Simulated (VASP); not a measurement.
Input of a VASP 6.6.1 run:

The input INCAR:

```
SYSTEM = FeCo2
PREC = Accurate
ENCUT = 520
EDIFF = 1E-6
ISMEAR = 0
SIGMA = 0.1
LREAL = .False.
LASPH = .True.
NELM = 150
ALGO = Normal
ISIF = 2
LWAVE = .False.
LCHARG = .False.
ISPIN = 2
MAGMOM = 4 4 3 3 3 3
LORBIT = 11
LMAXMIX = 4
GGA = PE
NBANDS = 39
```

File KPOINTS:

```
regular mesh
0
Gamma
  6 6 2
  0 0 0
```

File POSCAR:

```
FeCo2
1.0
    2.4953446979      0.0000000029      0.0000000000
   -1.2476723515      2.1610318981      0.0000000000
    0.0000000000      0.0000000000     12.4355248892
Fe Co
2 4
Direct
    0.3333333333      0.6666666667      0.8307567772
    0.3333333333      0.6666666667      0.1692432228
    0.3333333333      0.6666666667      0.5000000000
    0.6666666667      0.3333333333      0.0000000000
    0.6666666667      0.3333333333      0.3379817247
    0.6666666667      0.3333333333      0.6620182753
```

Potentials or basis: VASP PAW PBE potentials, release 64 (Fe, Co).

Run with:

```console
$ cat potpaw_PBE.64/Fe/POTCAR potpaw_PBE.64/Co/POTCAR > POTCAR
$ mpirun -np 1 vasp_std > vasp.out
```

Task: Predict the site moments.

Result: Fe +2.47; Co +1.61, +1.66, +1.62 (each value once) μB.

Task: What does it give for the pressure?

Result: 0.0 GPa.

Task: Predict the largest force.

Result: 0.037 eV/Å.

Task: Estimate the net moment.

Result: 11.38 μB per cell.

Stress tensor (GPa, compression positive):
```
 0.22  0.00  0.00
 0.00  0.22  0.00
 0.00  0.00 -0.34
```

Caveat: the k points lie up to 0.48 Å⁻¹ apart.
